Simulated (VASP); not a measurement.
Al2Au:

```xyz
3
Lattice="0.0000 3.0000 3.0000 3.0000 0.0000 3.0000 3.0000 3.0000 0.0000" Properties=species:S:1:pos:R:3 pbc="T T T"
Au    0.0000    0.0000    0.0000
Al    4.5000    4.5000    4.5000
Al    1.5000    1.5000    1.5000
```

```yaml
Program: VASP 6.6.1
Task: relaxation of cell and atoms
Functional: PBE
Potentials_or_basis: VASP PAW PBE potentials, release 64 (Au, Al)
Cutoff: 600 eV
k_mesh: 8 × 8 × 8
Occupations: fermi-dirac, width 0.05 eV
Spin: no spin polarisation
```

At the start: pressure 3.1 GPa; volume 18.00 Å³/atom.

How do energy, volume and symmetry change on relaxing?

Over 3 steps the energy falls by 4.7 meV/atom and the volume is 18.51 Å³/atom (+2.8 %); space group Fm-3m (No. 225, to 0.05 Å).

The path:
```csv
step,energy change (eV),largest force (eV/Å),pressure (GPa),volume (Å³)
1,0.0000,0.0000,3.08,54.00
2,-0.0056,0.0000,-2.17,56.75
3,-0.0141,0.0000,0.01,55.52
```

Final structure:
```
Au Al
1.0
     0.00000    3.02784    3.02784
     3.02784    0.00000    3.02784
     3.02784    3.02784    0.00000
Au Al
1 2
Direct
  0.00000 0.00000 0.00000
  0.75000 0.75000 0.75000
  0.25000 0.25000 0.25000
```
